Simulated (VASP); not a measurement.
# Ag (Pm-3m) in VASP: a series of runs, part 2 of 2

VASP 6.6.1. Earlier steps stand in the parts before.

## 4. Relaxation of cell and atoms, PBE, target pressure 5 GPa, at which the enthalpy is minimised

This run uses another cell than the first one, of 18.82 Å³/atom.

Contents of INCAR:

```
SYSTEM = Ag
PREC = Accurate
ENCUT = 600
EDIFF = 1E-6
ISMEAR = -1
SIGMA = 0.05
LREAL = .False.
LASPH = .True.
NELM = 100
ALGO = Normal
ISIF = 3
LWAVE = .False.
LCHARG = .False.
GGA = PE
IBRION = 2
NSW = 80
EDIFFG = -0.03
PSTRESS = 50.0
```

Contents of KPOINTS:

```
regular mesh
0
Gamma
  17 17 17
  0 0 0
```

Contents of POSCAR:

```
Ag
1.0
    2.6600000000      0.0000000000      0.0000000000
    0.0000000000      2.6600000000      0.0000000000
    0.0000000000      0.0000000000      2.6600000000
Ag
1
Direct
    0.0000000000      0.0000000000      0.0000000000
```

On the command line:

```bash
$ cat potpaw_PBE.64/Ag/POTCAR > POTCAR
$ mpirun -np 1 vasp_std > vasp.out
```

Run time: 32 s. Hardware: 1 thread of Intel Xeon Platinum 8488C (Sapphire Rapids), shared host; peak memory 0.17 GiB.

Results (log left out):

| Quantity | Value |
| --- | --- |
| Free energy | -2.3687 eV |
| Relaxed volume | 19.50 Å³/atom |
| Relaxed cell | a = 2.692 Å, b = 2.692 Å, c = 2.692 Å, α = 90.00°, β = 90.00°, γ = 90.00° |
| Space group after relaxing (to 0.1 Å) | Pm-3m (No. 221) |
| Energy change on relaxing (the run minimises the enthalpy) | -29.0 meV/atom |
| Ionic steps | 3 |
| Pressure after relaxing | 5.0 GPa |
| Band gap on the k mesh | zero (an odd number of electrons rules out a gap without spin polarisation) |

The path:
```csv
step,energy change (eV),largest force (eV/Å),pressure (GPa),volume (Å³)
1,0.0000,0.0000,8.72,18.82
2,-0.0415,0.0000,2.63,20.04
3,-0.0290,0.0000,5.01,19.50
```

Final structure:
```
Ag
1.0
     2.69184    0.00000    0.00000
     0.00000    2.69184    0.00000
     0.00000    0.00000    2.69184
Ag
1
Cartesian
  0.0000 0.0000 0.0000
```

Levels at points of the mesh, in eV from the Fermi level:
```tsv
k point	band 4	band 5	band 6	band 7	band 8	band 9
(0.00, 0.00, 0.00)	-2.77	-2.77	-2.77	14.41	14.41	14.41
```

Caveat: the cell is relaxed towards a set pressure, so the run minimises the enthalpy, not the energy.

## 5. Relaxation of cell and atoms, PBE, target pressure 10 GPa, at which the enthalpy is minimised

This run uses another cell than the first one, of 18.82 Å³/atom.

Contents of INCAR:

```
SYSTEM = Ag
PREC = Accurate
ENCUT = 600
EDIFF = 1E-7
ISMEAR = -1
SIGMA = 0.05
LREAL = .FALSE.
LASPH = .TRUE.
NELM = 80
ALGO = Normal
ISIF = 3
LWAVE = .FALSE.
LCHARG = .FALSE.
GGA = PE
IBRION = 2
NSW = 80
EDIFFG = -0.03
PSTRESS = 100.0
```

Contents of KPOINTS:

```
regular mesh
0
G
  17 17 17
  0 0 0
```

POSCAR is that of step 4.

Potentials or basis: VASP PAW PBE potentials, release 64 (Ag).

On the command line:

```bash
$ cat potpaw_PBE.64/Ag/POTCAR > POTCAR
$ mpirun -np 1 vasp_std > vasp.out
```

OUTCAR:

```text
SYSTEM = Ag
   PREC = Accurate
   ENCUT = 600
   EDIFF = 1E-7
   ISMEAR = -1
   LREAL = .FALSE.
   LASPH = .TRUE.
   NELM = 80
   ISIF = 3
   GGA = PE
   IBRION = 2
   NSW = 80
   EDIFFG = -0.03
   PSTRESS = 100.0

 ion  position               nearest neighbor table
   1  0.000  0.000  0.000-

  LATTYP: Found a simple cubic cell.
 ALAT       =     2.6600000000

  Lattice vectors:

 A1 = (   2.6600000000,   0.0000000000,   0.0000000000)
 A2 = (   0.0000000000,   2.6600000000,   0.0000000000)
 A3 = (   0.0000000000,   0.0000000000,   2.6600000000)

Analysis of symmetry for initial positions (statically):
=====================================================================
 Subroutine PRICEL returns:
 Original cell was already a primitive cell.

 Routine SETGRP: Setting up the symmetry group for a
 simple cubic supercell.

 Subroutine GETGRP returns: Found 48 space group operations
 (whereof 48 operations were pure point group operations)
 out of a pool of 48 trial point group operations.

The static configuration has the point symmetry O_h .

Analysis of symmetry for dynamics (positions and initial velocities):
=====================================================================
 Subroutine PRICEL returns:
 Original cell was already a primitive cell.

 Routine SETGRP: Setting up the symmetry group for a
 simple cubic supercell.

 Subroutine GETGRP returns: Found 48 space group operations
 (whereof 48 operations were pure point group operations)
 out of a pool of 48 trial point group operations.

The dynamic configuration has the point symmetry O_h .

 Subroutine INISYM returns: Found 48 space group operations
 (whereof 48 operations are pure point group operations),
 and found     1 'primitive' translations

----------------------------------------------------------------------------------------

[... 122 lines left out ...]
 non-spin polarized calculation
  energy-cutoff  :      600.00
  volume of cell :       18.82
 maximum number of plane-waves:       647
 NGX is ok and might be reduce to    24
   NGX = 11   NGY = 11   NGZ = 11

--------------------------------------- Ionic step        1  -------------------------------------------

 number of electron      11.0000003 magnetization

 Free energy of the ion-electron system (eV)
  ---------------------------------------------------
  ext. energy  EPLUGINS =         0.00000000
  ---------------------------------------------------
  free energy    TOTEN  =        -2.33969946 eV

  energy without entropy =       -2.33744652  energy(sigma->0) =       -2.33857299

------------------------ aborting loop because EDIFF is reached ----------------------------------------

  FORCE on cell =-STRESS in cart. coord.  units (eV):
  Direction    XX          YY          ZZ          XY          YZ          ZX
  --------------------------------------------------------------------------------------
  -------------------------------------------------------------------------------------
  Total        1.0241857      1.0241857      1.0241857      0.0000000      0.0000000     -0.0000000
  in kB       87.1855207     87.1855207     87.1855207      0.0000000      0.0000000     -0.0000000
  external PRESSURE =     -12.8144793 kB  Pullay stress =     100.0000000 kB
[... 61 lines left out ...]
--------------------------------------- Ionic step        3  -------------------------------------------

 number of electron      11.0000002 magnetization

 Free energy of the ion-electron system (eV)
  ---------------------------------------------------
  ext. energy  EPLUGINS =         0.00000000
  ---------------------------------------------------
  free energy    TOTEN  =        -2.32770321 eV

  energy without entropy =       -2.32550296  energy(sigma->0) =       -2.32660309

 E-fermi :   7.1950     XC(G=0): -11.5972

 val. band max:        7.1695992213   @ k =   0.3529   0.2941   0.1765
 cond. band min:       7.2003705822   @ k =   0.4118   0.1765   0.1765
 fundamental gap:      0.0307713608
 Fermi energy:         7.1949588529

 k-point     1 :       0.0000    0.0000    0.0000
  band No.  band energies     occupation
      1       0.1771      2.00000
      2       0.9452      2.00000
      3       0.9452      2.00000
      4       4.4307      2.00000
      5       4.4307      2.00000
      6       4.4307      2.00000
      7      21.9497      0.00000
      8      21.9497      0.00000
      9      21.9497      0.00000
[... 265 lines left out ...]
 k-point    24 :       0.4706    0.1176    0.0000
  band No.  band energies     occupation
      1       1.4227      2.00000
      2       1.9661      2.00000
      3       2.7864      2.00000
      4       3.3184      2.00000
      5       4.3869      2.00000
      6       6.8863      1.99584
      7       9.6438      0.00000
      8      23.7733      0.00000
      9      25.3737      0.00000

 [... further k-points ...]

------------------------ aborting loop because EDIFF is reached ----------------------------------------

  FORCE on cell =-STRESS in cart. coord.  units (eV):
  Direction    XX          YY          ZZ          XY          YZ          ZX
  --------------------------------------------------------------------------------------
  -------------------------------------------------------------------------------------
  Total        1.1623511      1.1623511      1.1623511     -0.0000000     -0.0000000      0.0000000
  in kB      100.0396591    100.0396591    100.0396591     -0.0000000     -0.0000000      0.0000000
  external PRESSURE =       0.0396591 kB  Pullay stress =     100.0000000 kB
[... 20 lines left out ...]
  energy  without entropy=       -2.3255029649  energy(sigma->0) =       -2.32660309

  enthalpy is  TOTEN    =        -1.1658128854 eV   P V=        1.1618903282

 reached required accuracy - stopping structural energy minimisation
```

OSZICAR:

```text
N       E                     dE             d eps       ncg     rms          rms(c)
DAV:   1     0.498852413332E+02    0.49885E+02   -0.62078E+03  2986   0.123E+03
DAV:   2    -0.209766728071E+01   -0.51983E+02   -0.49782E+02  3062   0.218E+02
[... 21 lines left out ...]
DAV:   1    -0.234544434550E+01   -0.31165E-01   -0.33583E-01  3045   0.722E+00    0.866E-01
DAV:   2    -0.232828041990E+01    0.17164E-01   -0.73232E-02  3025   0.297E+00    0.277E-01
DAV:   3    -0.232781497006E+01    0.46545E-03   -0.12609E-03  3083   0.357E-01    0.189E-01
DAV:   4    -0.232770173623E+01    0.11323E-03   -0.18212E-04  3081   0.126E-01    0.775E-03
DAV:   5    -0.232770252700E+01   -0.79077E-06   -0.46800E-06  3246   0.214E-02    0.379E-03
DAV:   6    -0.232770321351E+01   -0.68651E-06   -0.58138E-07  3154   0.766E-03    0.304E-04
DAV:   7    -0.232770321368E+01   -0.17099E-09   -0.33533E-09  1570   0.599E-04
   3 F= -.11658129E+01 E0= -.11647128E+01  d E =-.833334E-03
```

Run time: 36 s. Hardware: 1 thread of Intel Xeon Platinum 8488C (Sapphire Rapids), shared host; peak memory 0.18 GiB.

What came out:

```yaml
Free_energy: -2.3277 eV
Relaxed_volume: 18.62 Å³/atom
Relaxed_cell: a = 2.650 Å, b = 2.650 Å, c = 2.650 Å, α = 90.00°, β = 90.00°, γ = 90.00°
Space_group_after_relaxing_to_0.1_Å: Pm-3m (No. 221)
Energy_change_on_relaxing_the_run_minimises_the_enthalpy: +12.0 meV/atom
Ionic_steps: 3
Pressure_after_relaxing: 10.0 GPa
Band_gap_on_the_k_mesh: zero (an odd number of electrons rules out a gap without spin polarisation)
```

Step by step:
```tsv
step	energy change (eV)	largest force (eV/Å)	pressure (GPa)	volume (Å³)
1	0.0000	0.0000	8.72	18.82
2	0.0254	0.0000	11.37	18.41
3	0.0120	0.0000	10.00	18.62
```

Final structure:
```
CELL_PARAMETERS angstrom
2.65028 0.00000 0.00000
0.00000 2.65028 0.00000
0.00000 0.00000 2.65028
ATOMIC_POSITIONS crystal
Ag 0.00000 0.00000 0.00000
```

Levels at points of the mesh, in eV from the Fermi level:
```tsv
k point	band 2	band 3	band 4	band 5	band 6	band 7	band 8	band 9
(0.00, 0.00, 0.00)	-6.25	-6.25	-2.76	-2.76	-2.76	14.75	14.75	14.75
```

Caveat: the cell is relaxed towards a set pressure, so the run minimises the enthalpy, not the energy.

## 6. Relaxation of cell and atoms, PBE, target pressure 20 GPa, at which the enthalpy is minimised

This run uses another cell than the first one, of 18.82 Å³/atom.

Contents of INCAR:

```
SYSTEM = Ag
ALGO = Normal ; EDIFF = 1E-6
EDIFFG = -0.03 ; ENCUT = 600
GGA = PE ; IBRION = 2
ISIF = 3 ; ISMEAR = -1
LASPH = .True. ; LCHARG = .False.
LREAL = .False. ; LWAVE = .False.
NELM = 100 ; NSW = 80
PREC = Accurate ; PSTRESS = 200.0
SIGMA = 0.05
```

Contents of KPOINTS:

```
k-points
0
Gamma
  17 17 17
  0 0 0
```

POSCAR is that of step 5.

Potentials or basis: VASP PAW PBE potentials, release 64 (Ag).

On the command line:

```bash
$ cat potpaw_PBE.64/Ag/POTCAR > POTCAR
$ mpirun -np 1 vasp_std > vasp.out
```

OUTCAR:

```text
SYSTEM = Ag
   EDIFF = 1E-6
   EDIFFG = -0.03
   ENCUT = 600
   GGA = PE
   IBRION = 2
   ISIF = 3
   ISMEAR = -1
   LASPH = .True.
   LREAL = .False.
   NELM = 100
   NSW = 80
   PREC = Accurate
   PSTRESS = 200.0

 ion  position               nearest neighbor table
   1  0.000  0.000  0.000-

  LATTYP: Found a simple cubic cell.
 ALAT       =     2.6600000000

  Lattice vectors:

 A1 = (   2.6600000000,   0.0000000000,   0.0000000000)
 A2 = (   0.0000000000,   2.6600000000,   0.0000000000)
 A3 = (   0.0000000000,   0.0000000000,   2.6600000000)

Analysis of symmetry for initial positions (statically):
=====================================================================
 Subroutine PRICEL returns:
 Original cell was already a primitive cell.

 Routine SETGRP: Setting up the symmetry group for a
 simple cubic supercell.

 Subroutine GETGRP returns: Found 48 space group operations
 (whereof 48 operations were pure point group operations)
 out of a pool of 48 trial point group operations.

[... 168 lines left out ...]
  -------------------------------------------------------------------------------------
  Total        1.0239218      1.0239218      1.0239218     -0.0000000      0.0000000     -0.0000000
  in kB       87.1630574     87.1630574     87.1630574     -0.0000000      0.0000000     -0.0000000
  external PRESSURE =    -112.8369426 kB  Pullay stress =     200.0000000 kB
[... 98 lines left out ...]
--------------------------------------- Ionic step        4  -------------------------------------------

 number of electron      10.9999998 magnetization

 Free energy of the ion-electron system (eV)
  ---------------------------------------------------
  ext. energy  EPLUGINS =         0.00000000
  ---------------------------------------------------
  free energy    TOTEN  =        -2.21397760 eV

  energy without entropy =       -2.21190628  energy(sigma->0) =       -2.21294194

 E-fermi :   8.1169     XC(G=0): -11.9991

 val. band max:        8.1044685699   @ k =   0.3529   0.2941   0.1765
 cond. band min:       8.1360416740   @ k =   0.4118   0.1765   0.1765
 fundamental gap:      0.0315731041
 Fermi energy:         8.1168526123

 k-point     1 :       0.0000    0.0000    0.0000
  band No.  band energies     occupation
      1       0.6190      2.00000
      2       1.4392      2.00000
      3       1.4392      2.00000
      4       5.3468      2.00000
      5       5.3468      2.00000
      6       5.3468      2.00000
      7      23.3763      0.00000
      8      23.3763      0.00000
      9      23.3763      0.00000
[... 265 lines left out ...]
 k-point    24 :       0.4706    0.1176    0.0000
  band No.  band energies     occupation
      1       1.9767      2.00000
      2       2.5736      2.00000
      3       3.4634      2.00000
      4       4.0853      2.00000
      5       5.2970      2.00000
      6       7.6674      1.99975
      7      10.8594      0.00000
      8      25.0858      0.00000
      9      27.0252      0.00000

 [... further k-points ...]

------------------------ aborting loop because EDIFF is reached ----------------------------------------

  FORCE on cell =-STRESS in cart. coord.  units (eV):
  Direction    XX          YY          ZZ          XY          YZ          ZX
  --------------------------------------------------------------------------------------
  -------------------------------------------------------------------------------------
  Total        2.1593038      2.1593038      2.1593038      0.0000000      0.0000000      0.0000000
  in kB      199.1528861    199.1528861    199.1528861      0.0000000      0.0000000      0.0000000
  external PRESSURE =      -0.8471139 kB  Pullay stress =     200.0000000 kB
[... 20 lines left out ...]
  energy  without entropy=       -2.2119062807  energy(sigma->0) =       -2.21294194

  enthalpy is  TOTEN    =        -0.0454890163 eV   P V=        2.1684885868

 reached required accuracy - stopping structural energy minimisation
```

OSZICAR:

```text
N       E                     dE             d eps       ncg     rms          rms(c)
DAV:   1     0.498852413332E+02    0.49885E+02   -0.62078E+03  2986   0.123E+03
DAV:   2    -0.209766728071E+01   -0.51983E+02   -0.49782E+02  3062   0.218E+02
DAV:   3    -0.255759778827E+01   -0.45993E+00   -0.45947E+00  3307   0.252E+01
DAV:   4    -0.255885269292E+01   -0.12549E-02   -0.12549E-02  3340   0.122E+00
[... 26 lines left out ...]
       N       E                     dE             d eps       ncg     rms          rms(c)
DAV:   1    -0.221467387614E+01    0.39969E-02   -0.13300E-02  3037   0.144E+00    0.168E-01
DAV:   2    -0.221399565014E+01    0.67823E-03   -0.28267E-03  3022   0.590E-01    0.542E-02
DAV:   3    -0.221397791577E+01    0.17734E-04   -0.55465E-05  3102   0.757E-02    0.365E-02
DAV:   4    -0.221397760310E+01    0.31267E-06   -0.78069E-06  3096   0.259E-02
   4 F= -.45489016E-01 E0= -.44453355E-01  d E =-.552293E-01
```

Wall time 32 s (1 thread of Intel Xeon Platinum 8488C (Sapphire Rapids), shared host); peak memory 0.18 GiB.

What came out:

```
Free energy                                                : -2.2140 eV
Relaxed volume                                             : 17.37 Å³/atom
Relaxed cell                                               : a = 2.590 Å, b = 2.590 Å, c = 2.590 Å, α = 90.00°, β = 90.00°, γ = 90.00°
Space group after relaxing (to 0.1 Å)                      : Pm-3m (No. 221)
Energy change on relaxing (the run minimises the enthalpy) : +125.7 meV/atom
Ionic steps                                                : 4
Pressure after relaxing                                    : 19.9 GPa
Band gap on the k mesh                                     : zero (an odd number of electrons rules out a gap without spin polarisation)
```

Step by step:
```
step  energy change (eV)  largest force (eV/Å)  pressure (GPa)  volume (Å³)
   1              0.0000                0.0000            8.72        18.82
   2              0.5086                0.0000           46.25        15.44
   3              0.1210                0.0000           19.56        17.41
   4              0.1257                0.0000           19.92        17.37
```

Final structure:
```
CELL_PARAMETERS angstrom
2.58988 0.00000 0.00000
0.00000 2.58988 0.00000
0.00000 0.00000 2.58988
ATOMIC_POSITIONS crystal
Ag 0.00000 0.00000 0.00000
```

Caveat: the cell is relaxed towards a set pressure, so the run minimises the enthalpy, not the energy.

## 7. The runs side by side

| task | cell | cutoff (eV) | gap on the mesh (eV) | pressure (GPa) |
| --- | --- | --- | --- | --- |
| single point | a = 2.751 Å, 1 atom | 520 | none | -0.1 |
| relaxation of cell and atoms | relaxed from a = 2.660 Å, 1 atom | 600 | none | 0.0 |
| relaxation of cell and atoms | relaxed to 5 GPa from a = 2.660 Å, 1 atom | 600 | none | 5.0 |
| relaxation of cell and atoms | relaxed to 10 GPa from a = 2.660 Å, 1 atom | 600 | none | 10.0 |
| relaxation of cell and atoms | relaxed to 20 GPa from a = 2.660 Å, 1 atom | 600 | none | 19.9 |

Alike in all rows: level PBE; potentials or basis VASP PAW PBE potentials, release 64 (Ag); no spin polarisation; k mesh 17 × 17 × 17; smearing fermi-dirac 0.05 eV.

Caveats: the cell is relaxed towards a set pressure, so the run minimises the enthalpy, not the energy (at least some runs).

Total energies depend on the potentials used, so only differences within one code and one set of settings carry meaning.
